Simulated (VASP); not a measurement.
# TaN (P6/mmm) in VASP: notebook

TaN is run at these levels: PBEsol; tasks: single point, relaxation of shape and atoms at fixed volume.

Program: VASP 6.6.1. These are calculated values, not measurements. Logs are shortened: lines on timing, memory, paths and dates and some standing lists are left out, and cuts for length are marked.

### Step 1. The cell of the first run

The structure is hexagonal, space group P6/mmm (No. 191). The conventional cell has a = 5.069 Å, b = 5.069 Å, c = 2.878 Å, α = 90.00°, β = 90.00°, γ = 120.00°. Ta (site symmetry 6/mmm) has 6 N at 2.53 Å and 14 Ta at 2.88 to 3.26 Å within 3.3 Å. Within 2.7 Å of Ta (site symmetry -6m2) lie 6 N at 2.05 Å. N (site symmetry mmm) has 6 Ta at 2.05 to 2.53 Å and 4 N at 2.53 Å within 2.7 Å.

### Step 2. Single point, PBEsol (10.67 Å³/atom)

File INCAR:

```
SYSTEM = TaN
ALGO = Normal
EDIFF = 1E-6
ENCUT = 600
GGA = PS
GGA_COMPAT = .False.
ISIF = 2
ISMEAR = 0
LASPH = .True.
LCHARG = .False.
LREAL = .False.
LWAVE = .False.
NBANDS = 33
NELM = 120
PREC = Accurate
SIGMA = 0.1
```

File KPOINTS:

```
k-points
0
Gamma
  12 12 12
  0 0 0
```

File POSCAR:

```
TaN
1.0
    5.0686133574      0.0000000000      0.0000000000
   -2.5343066787      4.3895479294      0.0000000000
    0.0000000000      0.0000000000      2.8779923823
Ta N
3 3
Direct
    0.0000000000      0.0000000000      0.0000000000
    0.3333333333      0.6666666667      0.5000000000
    0.6666666667      0.3333333333      0.5000000000
    0.5000000000      0.0000000000      0.0000000000
    0.5000000000      0.5000000000      0.0000000000
    0.0000000000      0.5000000000      0.0000000000
```

Potentials or basis: VASP PAW PBE potentials, release 64 (Ta_pv, N).

The run is started by

```sh
cat potpaw_PBE.64/Ta_pv/POTCAR potpaw_PBE.64/N/POTCAR > POTCAR
mpirun -np 1 vasp_std > vasp.out
```

OUTCAR:

```text
SYSTEM = TaN
   EDIFF = 1E-6
   ENCUT = 600
   GGA = PS
   ISIF = 2
   ISMEAR = 0
   LASPH = .True.
   LREAL = .False.
   NELM = 120
   PREC = Accurate

 ion  position               nearest neighbor table
   1  0.000  0.000  0.000-   5 2.53   6 2.53   6 2.53   5 2.53   4 2.53   4 2.53   3 3.26   3 3.26
                             2 3.26   2 3.26   2 3.26   3 3.26   2 3.26   3 3.26   2 3.26   3 3.26
   2  0.333  0.667  0.500-   4 2.05   4 2.05   6 2.05   6 2.05   5 2.05   5 2.05   3 2.93   3 2.93
                             3 2.93   1 3.26   1 3.26   1 3.26   1 3.26   1 3.26   1 3.26
   3  0.667  0.333  0.500-   4 2.05   4 2.05   6 2.05   6 2.05   5 2.05   5 2.05   2 2.93   2 2.93
                             2 2.93   1 3.26   1 3.26   1 3.26   1 3.26   1 3.26   1 3.26
   4  0.500  0.000  0.000-   2 2.05   3 2.05   2 2.05   3 2.05   1 2.53   1 2.53
   5  0.500  0.500  0.000-   2 2.05   3 2.05   2 2.05   3 2.05   1 2.53   1 2.53
   6  0.000  0.500  0.000-   2 2.05   3 2.05   2 2.05   3 2.05   1 2.53   1 2.53

  LATTYP: Found a hexagonal cell.
 ALAT       =     5.0686133574
 C/A-ratio  =     0.5678066523

  Lattice vectors:

 A1 = (   5.0686133574,   0.0000000000,   0.0000000000)
 A2 = (  -2.5343066787,   4.3895479294,   0.0000000000)
 A3 = (   0.0000000000,   0.0000000000,   2.8779923823)

Analysis of symmetry for initial positions (statically):
=====================================================================
 Subroutine PRICEL returns:
 Original cell was already a primitive cell.

 Routine SETGRP: Setting up the symmetry group for a
 hexagonal supercell.

 Subroutine GETGRP returns: Found 24 space group operations
 (whereof 24 operations were pure point group operations)
 out of a pool of 24 trial point group operations.

The static configuration has the point symmetry D_6h.

Analysis of symmetry for dynamics (positions and initial velocities):
=====================================================================
 Subroutine PRICEL returns:
 Original cell was already a primitive cell.

 Routine SETGRP: Setting up the symmetry group for a
 hexagonal supercell.

 Subroutine GETGRP returns: Found 24 space group operations
 (whereof 24 operations were pure point group operations)
 out of a pool of 24 trial point group operations.

The dynamic configuration has the point symmetry D_6h.

 Subroutine INISYM returns: Found 24 space group operations
 (whereof 24 operations are pure point group operations),
 and found     1 'primitive' translations

----------------------------------------------------------------------------------------

                                     Primitive cell

  volume of cell :      64.0322

  direct lattice vectors                    reciprocal lattice vectors
     5.068613357  0.000000000  0.000000000     0.197292618  0.113906946  0.000000000
    -2.534306679  4.389547929  0.000000000     0.000000000  0.227813892  0.000000000
     0.000000000  0.000000000  2.877992382     0.000000000  0.000000000  0.347464436

  length of vectors
     5.068613357  5.068613357  2.877992382     0.227813892  0.227813892  0.347464436

  position of ions in fractional coordinates (direct lattice)
     0.000000000  0.000000000  0.000000000
     0.333333333  0.666666667  0.500000000
     0.666666667  0.333333333  0.500000000
     0.500000000  0.000000000  0.000000000
     0.500000000  0.500000000  0.000000000
     0.000000000  0.500000000  0.000000000

  ion indices of the primitive-cell ions
   primitive index   ion index
                 1           1
                 2           2
                 3           3
                 4           4
                 5           5
                 6           6

----------------------------------------------------------------------------------------

 KPOINTS: k-points

Automatic generation of k-mesh.
 Grid dimensions read from file:
 generate k-points for:   12   12   12

 Generating k-lattice:

  Cartesian coordinates                     Fractional coordinates (reciprocal lattice)
     0.016441052  0.009492246  0.000000000     0.083333333  0.000000000  0.000000000
     0.000000000  0.018984491  0.000000000     0.000000000  0.083333333  0.000000000
     0.000000000  0.000000000  0.028955370     0.000000000  0.000000000  0.083333333

  Length of vectors
     0.018984491  0.018984491  0.028955370

  Shift w.r.t. Gamma in fractional coordinates (k-lattice)
     0.000000000  0.000000000  0.000000000

 Subroutine IBZKPT returns following result:
 ===========================================

 Found    133 irreducible k-points:

 Following reciprocal coordinates:
            Coordinates               Weight
  0.000000  0.000000  0.000000      1.000000
  0.083333 -0.000000  0.000000      6.000000
  0.166667  0.000000  0.000000      6.000000
  0.250000  0.000000  0.000000      6.000000
  0.333333 -0.000000  0.000000      6.000000
  0.416667  0.000000  0.000000      6.000000
[... 16 lines left out ...]
  0.250000  0.000000  0.083333     12.000000
  0.333333 -0.000000  0.083333     12.000000
 [... further k-points ...]
   k-points           NKPTS =    133   k-points in BZ     NKDIM =    133   number of bands    NBANDS=     33
   number of dos      NEDOS =    301   number of ions     NIONS =      6
   total plane-waves  NPLWV =  38400
   dimension x,y,z NGX =    40 NGY =   40 NGZ =   24
   dimension x,y,z NGXF=    80 NGYF=   80 NGZF=   48
   ions per type =               3   3
   NGX,Y,Z   is equivalent  to a cutoff of  13.12, 13.12, 13.86 a.u.
   NGXF,Y,Z  is equivalent  to a cutoff of  26.24, 26.24, 27.73 a.u.
 SYSTEM =  TaN
   PREC   = accura    normal or accurate (medium, high low for compatibility)
   ISTART =      0    job   : 0-new  1-cont  2-samecut
   ICHARG =      2    charge: 1-file 2-atom 10-const
   ISPIN  =      1    spin polarized calculation?
   LNONCOLLINEAR =      F non collinear calculations
   LSORBIT =      F    spin-orbit coupling
   LASPH  =      T    aspherical Exc in radial PAW
   ENCUT  =  600.0 eV  44.10 Ry    6.64 a.u.  10.12 10.12  5.75*2*pi/ulx,y,z
   NELM   =    120;   NELMIN=  2; NELMDL= -5     # of ELM steps
   EDIFF  = 0.1E-05   stopping-criterion for ELM
   LREAL  =      F    real-space projection
   EDIFFG = 0.1E-04   stopping-criterion for IOM
   NSW    =      0    number of steps for IOM
   IBRION =     -1    ionic relax: 0-MD 1-quasi-New 2-CG
   NFREE  =      0    steps in history (QN), initial steepest desc. (CG)
   ISIF   =      2    stress and relaxation
   ISYM   =      2    0-nonsym 1-usesym 2-fastsym
   POTIM  = 0.5000    time-step for ionic-motion
   TEBEG  =    0.0;   TEEND  =   0.0 temperature during run
   PSTRESS=    0.0 pullay stress
   NELECT =      48.0000    total number of electrons
   NUPDOWN=      -1.0000    fix difference up-down
   EMIN   =  10.00;   EMAX   =-10.00  energy-range for DOS
   EFERMI =   0.00;   METHOD = LEGACY
   ISMEAR =     0;   SIGMA  =   0.10  broadening in eV -4-tet -1-fermi 0-gaus
   EFERMI_NEDOS =   21; number of points for ismear=-14 and -15
   IALGO  =     38    algorithm
   IMIX   =      4    mixing-type and parameters
     AMIX     =   0.40;   BMIX     =  1.00
     AMIX_MAG =   1.60;   BMIX_MAG =  1.00
  volume/ion in A,a.u.               =      10.67        72.02
  Fermi-wavevector in a.u.,A,eV,Ry     =   1.487153  2.810312 30.090980  2.211625
  Thomas-Fermi vector in A             =   2.600350
   LORBIT       =      0    0 simple, 1 ext, 2 COOP (PROOUT), +10 PAW based schemes
   GGA     = PS    functional components
   LHFCALC =     F    Hartree Fock is set to
   AEXX    =    0.0000 exact exchange contribution
   IVDW    =     0    specifies the selected vdW correction
   LEPSILON=     F    determine dielectric tensor
   LRPA    =     F    only Hartree local field effects (RPA)
 non-spin polarized calculation
 Gauss-broadening in eV      SIGMA  =   0.10
  energy-cutoff  :      600.00
  volume of cell :       64.03
 maximum number of plane-waves:      2156
   NGX = 21   NGY = 21   NGZ = 11

 number of electron      47.9999995 magnetization

 Free energy of the ion-electron system (eV)
  ---------------------------------------------------
  ext. energy  EPLUGINS =         0.00000000
  ---------------------------------------------------
  free energy    TOTEN  =       -68.42982063 eV

  energy without entropy =      -68.42606160  energy(sigma->0) =      -68.42794111

 E-fermi :   8.6886     XC(G=0): -13.5123

 val. band max:        8.6738110044   @ k =   0.1667   0.0000   0.1667
 cond. band min:       8.7024227586   @ k =   0.1667   0.0000   0.2500
 fundamental gap:      0.0286117542
 Fermi energy:         8.6886288124

 k-point     1 :       0.0000    0.0000    0.0000
  band No.  band energies     occupation
      1     -27.4623      2.00000
      2     -27.4623      2.00000
      3     -27.0104      2.00000
      4     -27.0104      2.00000
      5     -26.7678      2.00000
      6     -26.6373      2.00000
[... 25 lines left out ...]
     32      12.1624      0.00000
     33      12.2406      0.00000

 k-point     2 :       0.0833   -0.0000    0.0000
  band No.  band energies     occupation
      1     -27.4707      2.00000
      2     -27.4603      2.00000
      3     -26.9985      2.00000
      4     -26.9980      2.00000
      5     -26.7649      2.00000
      6     -26.6532      2.00000
[... 25 lines left out ...]
     32      12.1939      0.00000
     33      12.4633      0.00000

 k-point     3 :       0.1667    0.0000    0.0000
  band No.  band energies     occupation
      1     -27.4922      2.00000
      2     -27.4510      2.00000
      3     -26.9692      2.00000
      4     -26.9667      2.00000
      5     -26.7566      2.00000
      6     -26.6953      2.00000
[... 25 lines left out ...]
     32      12.2847      0.00000
     33      12.4785      0.00000

 k-point     4 :       0.2500    0.0000    0.0000
  band No.  band energies     occupation
      1     -27.5183      2.00000
      2     -27.4280      2.00000
      3     -26.9499      2.00000
      4     -26.9238      2.00000
      5     -26.7438      2.00000
      6     -26.7429      2.00000
[... 25 lines left out ...]
     32      12.4313      0.00000
     33      12.4614      0.00000

 k-point     5 :       0.3333   -0.0000    0.0000
  band No.  band energies     occupation
      1     -27.5419      2.00000
      2     -27.3883      2.00000
      3     -26.9778      2.00000
      4     -26.8785      2.00000
      5     -26.7598      2.00000
      6     -26.7280      2.00000
[... 604 lines left out ...]
 k-point    22 :       0.1667    0.0000    0.0833
  band No.  band energies     occupation
      1     -27.4785      2.00000
      2     -27.4378      2.00000
      3     -26.9586      2.00000
      4     -26.9550      2.00000
      5     -26.8399      2.00000
      6     -26.6890      2.00000
[... 25 lines left out ...]
     32      12.0298      0.00000
     33      12.9069      0.00000

 k-point    23 :       0.2500    0.0000    0.0833
  band No.  band energies     occupation
      1     -27.5038      2.00000
      2     -27.4147      2.00000
      3     -26.9405      2.00000
      4     -26.9134      2.00000
      5     -26.8370      2.00000
      6     -26.7255      2.00000
[... 25 lines left out ...]
     32      12.3005      0.00000
     33      12.6632      0.00000

 k-point    24 :       0.3333   -0.0000    0.0833
  band No.  band energies     occupation
      1     -27.5266      2.00000
      2     -27.3757      2.00000
      3     -26.9703      2.00000
      4     -26.8692      2.00000
      5     -26.8291      2.00000
      6     -26.7323      2.00000
[... 25 lines left out ...]
     32      12.6816      0.00000
     33      12.7211      0.00000

 [... further k-points ...]

------------------------ aborting loop because EDIFF is reached ----------------------------------------

  FORCE on cell =-STRESS in cart. coord.  units (eV):
  Direction    XX          YY          ZZ          XY          YZ          ZX
  --------------------------------------------------------------------------------------
  -------------------------------------------------------------------------------------
  Total        8.8297662      8.8297662      9.0033562      0.0000000      0.0000000      0.0000000
  in kB      220.9333046    220.9333046    225.2767726      0.0000000      0.0000000      0.0000000
  external PRESSURE =     222.3811273 kB  Pullay stress =       0.0000000 kB

 VOLUME and BASIS-vectors are now :
 -----------------------------------------------------------------------------
  energy-cutoff  :      600.00
  volume of cell :       64.03
      direct lattice vectors                 reciprocal lattice vectors
     5.068613357  0.000000000  0.000000000     0.197292618  0.113906946  0.000000000
    -2.534306679  4.389547929  0.000000000     0.000000000  0.227813892  0.000000000
     0.000000000  0.000000000  2.877992382     0.000000000  0.000000000  0.347464436

 POSITION                                       TOTAL-FORCE (eV/Angst)
 -----------------------------------------------------------------------------------
      0.00000      0.00000      0.00000         0.000000      0.000000      0.000000
     -0.00000      2.92637      1.43900         0.000000     -0.000000     -0.000000
      2.53431      1.46318      1.43900        -0.000000      0.000000      0.000000
      2.53431      0.00000      0.00000         0.000000      0.000000      0.000000
      1.26715      2.19477      0.00000         0.000000      0.000000      0.000000
     -1.26715      2.19477      0.00000         0.000000      0.000000      0.000000
 -----------------------------------------------------------------------------------
    total drift:                               -0.000000      0.000000     -0.000000

  FREE ENERGIE OF THE ION-ELECTRON SYSTEM (eV)
  ---------------------------------------------------
  free  energy   TOTEN  =       -68.4298206303 eV

  energy  without entropy=      -68.4260615965  energy(sigma->0) =      -68.42794111
```

It took 1.8 min on 1 thread of Intel Xeon 6975P-C (Granite Rapids), shared host; peak memory 0.38 GiB.

Results:

```yaml
Free_energy: -68.4298 eV
Pressure: 22.2 GPa
Band_gap_on_the_k_mesh: zero (bands 24 and 25 overlap by 2.38 eV)
```

Levels at points of the mesh, in eV from the Fermi level:
```
           k point  band 21  band 22  band 23  band 24  band 25  band 26  band 27  band 28
(0.00, 0.00, 0.00)    -3.02    -2.63    -2.13    -1.39    -1.39     0.69     0.69     1.51
(0.50, 0.00, 0.00)    -3.64    -2.90    -1.76    -0.67     1.46     1.91     1.95     2.36
(0.00, 0.00, 0.50)    -3.19    -3.19    -2.03     0.93     0.93     1.40     2.00     2.80
(0.50, 0.00, 0.50)    -3.58    -3.39    -2.34    -1.31     1.10     1.48     3.20     3.62
```

Caveat: the cell stands under pressure; the PAW data sets were made with another functional, which shifts forces and pressure a little; spin-orbit coupling is left out, which moves the levels of the heavy elements.

(Continued in part 2 of 3.)
